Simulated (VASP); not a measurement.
# Cr in VASP: a series of runs

Runs on Cr. Level: revPBE. Tasks: single point.

Everything below comes from runs of VASP 6.6.1. Logs are shortened: lines on timing, memory, paths and dates and some standing lists are left out, and cuts for length are marked.

## Step 1: The cell of the first run

The typed cell holds 2 atoms: a = 2.844 Å, b = 2.844 Å, c = 4.378 Å, α = 97.18°, β = 97.18°, γ = 127.97°.

## Step 2: Single point, revPBE, collinear spin, ferromagnetic start (13.38 Å³/atom)

INCAR reads:

```
PREC = Accurate ; ENCUT = 520
EDIFF = 1E-7 ; ISMEAR = -1
SIGMA = 0.05 ; LREAL = False
LASPH = True ; NELM = 150
ALGO = Normal ; ISIF = 2
LWAVE = False ; LCHARG = False
ISPIN = 2 ; MAGMOM = 1.5 1.5
LORBIT = 11 ; LMAXMIX = 4
GGA = RE ; NBANDS = 23
```

KPOINTS reads:

```
Automatic mesh
0
Gamma
  17 17 9
```

POSCAR reads:

```
Cr
1.0
   -1.8075386745      1.8074185067      1.2475513126
    1.8074185067     -1.8075386745      1.2475513126
    2.9673072593      2.9673072593     -1.2477714001
Cr
2
Direct
    0.9999685044      0.0000314956      0.0000000000
    0.7500314956      0.2499685044      0.5000000000
```

Potentials or basis: VASP PAW PBE potentials, release 64 (Cr_pv).

Launch:

```
cat potpaw_PBE.64/Cr_pv/POTCAR > POTCAR
mpirun -np 1 vasp_std > vasp.out
```

OUTCAR:

```text
PREC = Accurate
   ENCUT = 520
   EDIFF = 1E-7
   ISMEAR = -1
   LREAL = False
   LASPH = True
   NELM = 150
   ISIF = 2
   ISPIN = 2
   LORBIT = 11
   GGA = RE

 ion  position               nearest neighbor table
   1  1.000  0.000  0.000-   2 2.53   2 2.53   2 2.53   2 2.53   2 3.09   2 3.09   2 3.09   2 3.09

   2  0.750  0.250  0.500-   1 2.53   1 2.53   1 2.53   1 2.53   1 3.09   1 3.09   1 3.09   1 3.09

  Warning from LATTYP: Got some problem with cell dimensions!
  Tried to take original basis but could not verify dimensions!
  LATTYP: Found a base centered monoclinic cell.
 ALAT       =     2.4951026310
 B/A-ratio  =     2.0489423599
 C/A-ratio  =     1.7545159251
 COS(beta)  =    -0.2848633262

  Lattice vectors:

 A1 = (   1.8075386745,  -1.8074185067,  -1.2475513126)
 A2 = (  -1.8074185067,   1.8075386745,  -1.2475513126)
 A3 = (   2.9671870915,   2.9671870915,   1.2473312251)

Analysis of symmetry for initial positions (statically):
=====================================================================
 Subroutine PRICEL returns:
 Original cell was already a primitive cell.

 Routine SETGRP: Setting up the symmetry group for a
 base centered monoclinic supercell.

 Subroutine GETGRP returns: Found  4 space group operations
 (whereof  2 operations were pure point group operations)
 out of a pool of  4 trial point group operations.

The static configuration has the point symmetry C_2 .
 The point group associated with its full space group is C_2h.

Analysis of symmetry for dynamics (positions and initial velocities):
=====================================================================
 Subroutine PRICEL returns:
 Original cell was already a primitive cell.

 Routine SETGRP: Setting up the symmetry group for a
 base centered monoclinic supercell.

 Subroutine GETGRP returns: Found  4 space group operations
 (whereof  2 operations were pure point group operations)
 out of a pool of  4 trial point group operations.

The dynamic configuration has the point symmetry C_2 .
 The point group associated with its full space group is C_2h.

Analysis of structural, dynamic, and magnetic symmetry:
=====================================================================
 Subroutine PRICEL returns:
 Original cell was already a primitive cell.

 Routine SETGRP: Setting up the symmetry group for a
 base centered monoclinic supercell.

 Subroutine GETGRP returns: Found  4 space group operations
 (whereof  2 operations were pure point group operations)
 out of a pool of  4 trial point group operations.

The overall configuration has the point symmetry C_2 .
 The point group associated with its full space group is C_2h.

 Subroutine INISYM returns: Found  4 space group operations
 (whereof  2 operations are pure point group operations),
 and found     1 'primitive' translations

----------------------------------------------------------------------------------------

                                     Primitive cell

  volume of cell :      26.7636

  direct lattice vectors                    reciprocal lattice vectors
    -1.807538674  1.807418507  1.247551313    -0.054046184  0.222582265  0.400793235
     1.807418507 -1.807538674  1.247551313     0.222582265 -0.054046184  0.400793235
     2.967307259  2.967307259 -1.247771400     0.168506354  0.168506354  0.000016231

  length of vectors
     2.844352650  2.844352650  4.377985634     0.461626550  0.461626550  0.238303971

  position of ions in fractional coordinates (direct lattice)
     0.999968504  0.000031496  1.000000000
     0.750031496  0.249968504  0.500000000

  ion indices of the primitive-cell ions
   primitive index   ion index
                 1           1
                 2           2

----------------------------------------------------------------------------------------

 KPOINTS: Automatic mesh

Automatic generation of k-mesh.
 Grid dimensions read from file:
 generate k-points for:   17   17    9

 Generating k-lattice:

  Cartesian coordinates                     Fractional coordinates (reciprocal lattice)
    -0.003179187  0.013093074  0.023576073     0.058823529  0.000000000 -0.000000000
     0.013093074 -0.003179187  0.023576073     0.000000000  0.058823529 -0.000000000
     0.018722928  0.018722928  0.000001803     0.000000000  0.000000000  0.111111111

  Length of vectors
     0.027154503  0.027154503  0.026478219

  Shift w.r.t. Gamma in fractional coordinates (k-lattice)
     0.000000000  0.000000000  0.000000000

 Subroutine IBZKPT returns following result:
 ===========================================

 Found    693 irreducible k-points:

 Following reciprocal coordinates:
            Coordinates               Weight
  0.000000  0.000000  0.000000      1.000000
  0.058824  0.000000 -0.000000      4.000000
  0.117647  0.000000 -0.000000      4.000000
  0.176471  0.000000  0.000000      4.000000
  0.235294  0.000000 -0.000000      4.000000
  0.294118 -0.000000  0.000000      4.000000
[... 16 lines left out ...]
 -0.176471  0.058824 -0.000000      4.000000
 -0.117647  0.058824  0.000000      4.000000
 [... further k-points ...]
   k-points           NKPTS =    693   k-points in BZ     NKDIM =    693   number of bands    NBANDS=     23
   number of dos      NEDOS =    301   number of ions     NIONS =      2
   total plane-waves  NPLWV =  20736
   dimension x,y,z NGX =    24 NGY =   24 NGZ =   36
   dimension x,y,z NGXF=    48 NGYF=   48 NGZF=   72
   ions per type =               2
   NGX,Y,Z   is equivalent  to a cutoff of  14.03, 14.03, 13.67 a.u.
   NGXF,Y,Z  is equivalent  to a cutoff of  28.05, 28.05, 27.34 a.u.
 SYSTEM =  unknown system
   PREC   = accura    normal or accurate (medium, high low for compatibility)
   ISTART =      0    job   : 0-new  1-cont  2-samecut
   ICHARG =      2    charge: 1-file 2-atom 10-const
   ISPIN  =      2    spin polarized calculation?
   LNONCOLLINEAR =      F non collinear calculations
   LSORBIT =      F    spin-orbit coupling
   LASPH  =      T    aspherical Exc in radial PAW
   ENCUT  =  520.0 eV  38.22 Ry    6.18 a.u.   5.29  5.29  8.14*2*pi/ulx,y,z
   NELM   =    150;   NELMIN=  2; NELMDL= -5     # of ELM steps
   EDIFF  = 0.1E-06   stopping-criterion for ELM
   LREAL  =      F    real-space projection
   EDIFFG = 0.1E-05   stopping-criterion for IOM
   NSW    =      0    number of steps for IOM
   IBRION =     -1    ionic relax: 0-MD 1-quasi-New 2-CG
   NFREE  =      0    steps in history (QN), initial steepest desc. (CG)
   ISIF   =      2    stress and relaxation
   ISYM   =      2    0-nonsym 1-usesym 2-fastsym
   POTIM  = 0.5000    time-step for ionic-motion
   TEBEG  =    0.0;   TEEND  =   0.0 temperature during run
   PSTRESS=    0.0 pullay stress
   NELECT =      24.0000    total number of electrons
   NUPDOWN=      -1.0000    fix difference up-down
   EMIN   =  10.00;   EMAX   =-10.00  energy-range for DOS
   EFERMI =   0.00;   METHOD = LEGACY
   ISMEAR =    -1;   SIGMA  =   0.05  broadening in eV -4-tet -1-fermi 0-gaus
   EFERMI_NEDOS =   21; number of points for ismear=-14 and -15
   IALGO  =     38    algorithm
   IMIX   =      4    mixing-type and parameters
     AMIX     =   0.40;   BMIX     =  1.00
     AMIX_MAG =   1.60;   BMIX_MAG =  1.00
  volume/ion in A,a.u.               =      13.38        90.31
  Fermi-wavevector in a.u.,A,eV,Ry     =   1.578690  2.983291 33.909278  2.492262
  Thomas-Fermi vector in A             =   2.679183
   LORBIT       =     11    0 simple, 1 ext, 2 COOP (PROOUT), +10 PAW based schemes
   GGA     = RE    functional components
   LHFCALC =     F    Hartree Fock is set to
   AEXX    =    0.0000 exact exchange contribution
   IVDW    =     0    specifies the selected vdW correction
   LEPSILON=     F    determine dielectric tensor
   LRPA    =     F    only Hartree local field effects (RPA)
 spin polarized calculation
  energy-cutoff  :      520.00
  volume of cell :       26.76
 maximum number of plane-waves:       739
 NGX is ok and might be reduce to    24
   NGX = 11   NGY = 11   NGZ = 17

 number of electron      24.0000009 magnetization      -0.0001807

 number of electron      24.0000009 magnetization       0.0000041

 Free energy of the ion-electron system (eV)
  ---------------------------------------------------
  ext. energy  EPLUGINS =         0.00000000
  ---------------------------------------------------
  free energy    TOTEN  =       -17.61599271 eV

  energy without entropy =      -17.60081462  energy(sigma->0) =      -17.60840367

 E-fermi :   8.9360     XC(G=0): -12.7356

 val. band max:        8.9344007995   @ k =  -0.1765  -0.1765   0.1111
 cond. band min:       8.9360184337   @ k =   0.1765   0.0588   0.3333
 fundamental gap:      0.0016176342
 Fermi energy:         8.9359595513

 spin component 1

 k-point     1 :       0.0000    0.0000    0.0000
  band No.  band energies     occupation
      1     -34.3882      1.00000
      2     -34.0391      1.00000
      3     -33.8648      1.00000
      4     -33.7925      1.00000
      5     -33.7889      1.00000
      6     -33.7225      1.00000
[... 15 lines left out ...]
     22      24.1140      0.00000
     23      29.1949      0.00000
[... 575 lines left out ...]
      1     -34.3690      1.00000
      2     -34.0537      1.00000
      3     -33.8890      1.00000
      4     -33.8181      1.00000
      5     -33.8095      1.00000
      6     -33.7283      1.00000
[... 15 lines left out ...]
     22      23.1415      0.00000
     23      28.5338      0.00000

 [... further k-points ...]

 spin component 2

 k-point     1 :       0.0000    0.0000    0.0000
  band No.  band energies     occupation
      1     -34.3882      1.00000
      2     -34.0391      1.00000
      3     -33.8648      1.00000
      4     -33.7925      1.00000
      5     -33.7889      1.00000
      6     -33.7224      1.00000
[... 15 lines left out ...]
     22      24.1140      0.00000
     23      29.1949      0.00000
[... 575 lines left out ...]
      1     -34.3690      1.00000
      2     -34.0537      1.00000
      3     -33.8890      1.00000
      4     -33.8181      1.00000
      5     -33.8095      1.00000
      6     -33.7283      1.00000
[... 15 lines left out ...]
     22      23.1415      0.00000
     23      28.5338      0.00000

 [... further k-points ...]

------------------------ aborting loop because EDIFF is reached ----------------------------------------

  FORCE on cell =-STRESS in cart. coord.  units (eV):
  Direction    XX          YY          ZZ          XY          YZ          ZX
  --------------------------------------------------------------------------------------
  -------------------------------------------------------------------------------------
  Total       -3.5390360     -3.5390360     -3.4932821     -0.1246862      0.0014865      0.0014865
  in kB     -211.8606351   -211.8606351   -209.1216265     -7.4642059      0.0889890      0.0889892
  external PRESSURE =    -210.9476322 kB  Pullay stress =       0.0000000 kB

 VOLUME and BASIS-vectors are now :
 -----------------------------------------------------------------------------
  energy-cutoff  :      520.00
  volume of cell :       26.76
      direct lattice vectors                 reciprocal lattice vectors
    -1.807538674  1.807418507  1.247551313    -0.054046184  0.222582265  0.400793235
     1.807418507 -1.807538674  1.247551313     0.222582265 -0.054046184  0.400793235
     2.967307259  2.967307259 -1.247771400     0.168506354  0.168506354  0.000016231

 POSITION                                       TOTAL-FORCE (eV/Angst)
 -----------------------------------------------------------------------------------
     -1.80742      1.80730      1.24755        -0.000816      0.000816     -0.000000
      0.57974      2.38745      0.62367         0.000816     -0.000816      0.000000
 -----------------------------------------------------------------------------------
    total drift:                               -0.000000      0.000000     -0.000000

  FREE ENERGIE OF THE ION-ELECTRON SYSTEM (eV)
  ---------------------------------------------------
  free  energy   TOTEN  =       -17.6159927139 eV

  energy  without entropy=      -17.6008146205  energy(sigma->0) =      -17.60840367

 total charge

# of ion       s       p       d       tot
------------------------------------------
    1        0.406   6.316   4.091  10.813
    2        0.406   6.316   4.091  10.813
--------------------------------------------------
tot          0.812  12.632   8.181  21.625

 magnetization (x)

# of ion       s       p       d       tot
------------------------------------------
    1       -0.000  -0.000   0.000   0.000
    2       -0.000  -0.000   0.000   0.000
--------------------------------------------------
tot         -0.000  -0.000   0.000   0.000
```

Wall time 5.5 min (1 thread of Intel Xeon 6975P-C (Granite Rapids), shared host); peak memory 0.63 GiB.

What came out:

- Free energy: -17.6160 eV
- Pressure: -21.1 GPa
- Band gap on the k mesh: zero (filled and empty bands overlap)
- Net moment: 0.00 μB per cell
- Valence electrons inside the program's atomic spheres: Cr 10.81

Stress tensor (GPa, compression positive):
```
-21.19  -0.75   0.01
 -0.75 -21.19   0.01
  0.01   0.01 -20.91
```

Caveat: the cell stands under tension; the PAW data sets were made with another functional, which shifts forces and pressure a little.

## Step 3: Single point, revPBE, collinear spin, ferromagnetic start (10.51 Å³/atom)

This run uses another cell than the first one, of 10.51 Å³/atom.

INCAR reads:

```
PREC     = Accurate       # precision mode
ENCUT    = 520            # plane-wave cutoff, eV
EDIFF    = 1E-6           # SCF threshold, eV
ISMEAR   = -1             # smearing method
SIGMA    = 0.05           # smearing width, eV
LREAL    = False          # projectors in reciprocal space
LASPH    = True           # aspherical terms in the spheres
NELM     = 150            # most SCF steps
ALGO     = Normal         # electronic algorithm
ISIF     = 2              # what is computed and relaxed
LWAVE    = False          # write WAVECAR
LCHARG   = True           # write CHGCAR
ISPIN    = 2              # spin polarisation
MAGMOM   = 1.5 1.5        # initial moments
LORBIT   = 11             # projections on sites
LMAXMIX  = 4              # l up to which the mixer works
GGA      = RE             # functional
LELF     = True           # ELF
LVHAR    = True         
NBANDS   = 23             # bands
```

KPOINTS reads:

```
regular mesh
0
Gamma
  17 17 9
```

POSCAR reads:

```
Cr
1.0
   -1.6679222985      1.6678114126      1.1511890076
    1.6678114126     -1.6679222985      1.1511890076
    2.7381090176      2.7381090176     -1.1513920952
Cr
2
Direct
    0.9999685044      0.0000314956      0.0000000000
    0.7500314956      0.2499685044      0.5000000000
```

Potentials or basis: VASP PAW PBE potentials, release 64 (Cr_pv).

Launch:

```
cat potpaw_PBE.64/Cr_pv/POTCAR > POTCAR
mpirun -np 1 vasp_std > vasp.out
```

Wall time 6 min (1 thread of Oxide Virtual Turin-like, shared host); peak memory 0.48 GiB.

Results (log left out):

- Free energy: -17.5206 eV
- Pressure: 38.5 GPa
- Band gap on the k mesh: zero (filled and empty bands overlap)
- Net moment: 0.00 μB per cell
- Valence electrons inside the program's atomic spheres: Cr 11.33

Stress tensor (GPa, compression positive):
```
38.63  0.80  0.00
 0.80 38.63  0.00
 0.00  0.00 38.31
```

Levels at points of the mesh, in eV from the Fermi level:
Spin up:
| k point | band 9 | band 10 | band 11 | band 12 | band 13 | band 14 | band 15 | band 16 |
| --- | --- | --- | --- | --- | --- | --- | --- | --- |
| (0.00, 0.00, 0.00) | -1.98 | -1.77 | -0.90 | 0.47 | 0.81 | 0.83 | 1.76 | 1.77 |
Spin down:
| k point | band 8 | band 9 | band 10 | band 11 | band 12 | band 13 | band 14 | band 15 | band 16 | band 17 |
| --- | --- | --- | --- | --- | --- | --- | --- | --- | --- | --- |
| (0.00, 0.00, 0.00) | -4.66 | -1.98 | -1.77 | -0.90 | 0.47 | 0.81 | 0.83 | 1.76 | 1.77 | 1.80 |

Caveat: the cell stands under pressure; the PAW data sets were made with another functional, which shifts forces and pressure a little.
